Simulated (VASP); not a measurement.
Here is a VASP 6.6.1 calculation.

INCAR

```
SYSTEM = H6C2O
ALGO     = Normal         ! electronic algorithm
EDIFF    = 1E-6           ! SCF threshold, eV
ENCUT    = 520            ! plane-wave cutoff, eV
GGA      = PE             ! functional
ISIF     = 2              ! what is computed and relaxed
ISMEAR   = -1             ! smearing method
IVDW     = 12             ! dispersion correction
LASPH    = .TRUE.         ! aspherical terms in the spheres
LCHARG   = .FALSE.        ! write CHGCAR
LREAL    = Auto         
LWAVE    = .FALSE.        ! write WAVECAR
NBANDS   = 64             ! bands
NELM     = 80             ! most SCF steps
PREC     = Accurate       ! precision mode
SIGMA    = 0.02           ! smearing width, eV
```

The input KPOINTS:

```
k-points
0
G
  1 1 1
  0 0 0
```

The input POSCAR:

```
H6C2O
1.0
    7.2936330000      0.0000000000      0.0000000000
    0.0000000000      7.2936330000      0.0000000000
    0.0000000000      0.0000000000      7.2936330000
C O H
8 4 24
Direct
    0.2068738404      0.5207441596      0.3043531699
    0.0490737184      0.6518778605      0.2768487472
    0.5927225357      0.2860791089      0.7001072921
    0.7686786124      0.1871590678      0.7487478136
    0.3292737582      0.7173443322      0.8776455677
    0.1462821633      0.6947353079      0.7835582864
    0.5510497533     -0.0020964651      0.2167255363
    0.3951438306      0.1312945121      0.1881603419
   -0.1134413062      0.5445060793      0.2495732391
    0.7450603210     -0.0035998288      0.7097475238
    0.1252910250      0.5058355709      0.7355447872
    0.2234079709      0.0358885750      0.1900883248
   -0.2137102072      0.6284224211      0.2259647402
    0.0350907355      0.7447356874      0.3949338474
    0.0768643315      0.7381677605      0.1569069587
    0.3366446383      0.5940859719      0.3227257073
    0.1847097167      0.4338502000      0.4250767790
    0.2192456852      0.4337089854      0.1826008484
    0.8586363959     -0.0660174088      0.7400480413
    0.8835540477      0.2428449372      0.6674946814
    0.8021303612      0.2083509304      0.8947654899
    0.6038785689      0.4329589036      0.7294369779
    0.5617605977      0.2689853471      0.5542910137
    0.4776962886      0.2312106892      0.7795994852
    0.0073033979      0.4913670495      0.6757060760
    0.0344908461      0.7370570580      0.8767355587
    0.1410421279      0.7835199914      0.6613073532
    0.3455983502      0.8591704804      0.9225027137
    0.3375340771      0.6287265150      0.9984099969
    0.4415768215      0.6818997577      0.7845491490
    0.1261394198      0.1255447682      0.1738355382
    0.3982125746      0.2333451890      0.2985464011
    0.4113736970      0.2058079572      0.0576647749
    0.6814222944      0.0722477508      0.2193185914
    0.5339887383     -0.0733225924      0.3478841294
    0.5559571723     -0.1028849299      0.1058488171
```

Potentials or basis: VASP PAW PBE potentials, release 64 (C, O, H).

The run is started by

```bash
$ cat potpaw_PBE.64/C/POTCAR potpaw_PBE.64/O/POTCAR potpaw_PBE.64/H/POTCAR > POTCAR
$ mpirun -np 1 vasp_gam > vasp.out
```

**Question.** What does it give for the dispersion energy per atom?

**Answer.** -0.037 eV.

**Question.** What does it give for the pressure?

**Answer.** 0.8 GPa.

**Question.** Estimate the band gap on the k mesh.

**Answer.** 4.62 eV.

**Question.** Estimate the largest force.

**Answer.** 0.267 eV/Å.

Stress tensor (GPa, compression positive):
```
 0.53  0.12 -0.11
 0.12  0.80  0.27
-0.11  0.27  1.00
```

Caveat: the k points lie up to 0.86 Å⁻¹ apart.
